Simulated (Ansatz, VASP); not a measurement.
**One calculation of Rh, two programs**

Contents of INCAR:

```
ALGO = Fast ; EDIFF = 1E-6
ENCUT = 520 ; GGA = CA
ISIF = 2 ; ISMEAR = 0
LASPH = True ; LCHARG = False
LREAL = False ; LWAVE = False
NBANDS = 38 ; NELM = 80
PREC = Accurate ; SIGMA = 0.15
```

The input KPOINTS:

```
k-points
0
Gamma
  18 18 6
```

The input POSCAR:

```
Rh
1.0
    2.4137201543      0.0000000000      0.0000000000
   -1.2068600771      2.5966185849      0.0000000000
    0.0000000000      0.0000000000      8.3488068906
Rh
4
Direct
    0.0000000000      0.0000000000      0.0000000000
    0.3333333333      0.6666666667      0.2500000000
    0.0000000000      0.0000000000      0.5000000000
    0.6666666667      0.3333333333      0.7500000000
```

Input for Ansatz:

```yaml
crystal:
  lattice:
    - [2.4137201543, 0.0, 0.0]
    - [-1.2068600771, 2.5966185849, 0.0]
    - [0.0, 0.0, 8.3488068906]
  atoms:
    - { symbol: Rh, position: [0.0, 0.0, 0.0] }
    - { symbol: Rh, position: [0.3333333333, 0.6666666667, 0.25] }
    - { symbol: Rh, position: [0.0, 0.0, 0.5] }
    - { symbol: Rh, position: [0.6666666667, 0.3333333333, 0.75] }
basis:
  ecutwfc: 420
kpoints:
  mp_grid: { grid: [18, 18, 6] }
hamiltonian:
  xc: lda
  pseudopotentials: { kind: paw, azcp: { folder: soft_1 } }
scf:
  occupations: { method: gaussian, width: 0.15 }
output:
  forces: true
  stress: true
  eigenvalues: true
```

Change from the starting cell: strain +e along x and -e along y -0.1100, strain +e along z and -e/2 along x and y -0.0367.

Alike in both runs: task single point; functional LDA; k mesh 18 × 18 × 6; occupations gaussian, width 0.15 eV; no spin polarisation.

|  | VASP | Ansatz |
| --- | --- | --- |
| version | VASP 6.6.1 | Ansatz 0.2.0 |
| potentials or method | VASP PAW LDA potentials, release 64 (Rh_pv), cutoff 520 eV | scalar-relativistic, plane waves, PAW |
| valence electrons in the cell | 60 | 68 |

Ansatz gave:

```
gap on the k mesh at the Fermi level (eV)                     : none
pressure (GPa)                                                : 17.5
traceless stress, the component that is largest in VASP (GPa) : 40.24
rms of the force components (eV/Å)                            : 0.262
```

Task: Which values does VASP return?

Result: gap on the k mesh at the Fermi level (eV): none; pressure (GPa): 18.6; traceless stress, the component that is largest in VASP (GPa): 40.47; rms of the force components (eV/Å): 0.267.

Ansatz warns that its potentials were made for another functional, while VASP's fit it. LDA's correlation is that of Perdew and Zunger in VASP and of Perdew and Wang (1992) in Ansatz. Atom by atom the forces differ by 0.005 eV/Å (rms over components). A gap of «none» marks a metal or a gap that the smearing closes. VASP's potentials hold 60 valence electrons a cell and Ansatz's 68, so a difference there can come from the potentials and not from the codes.
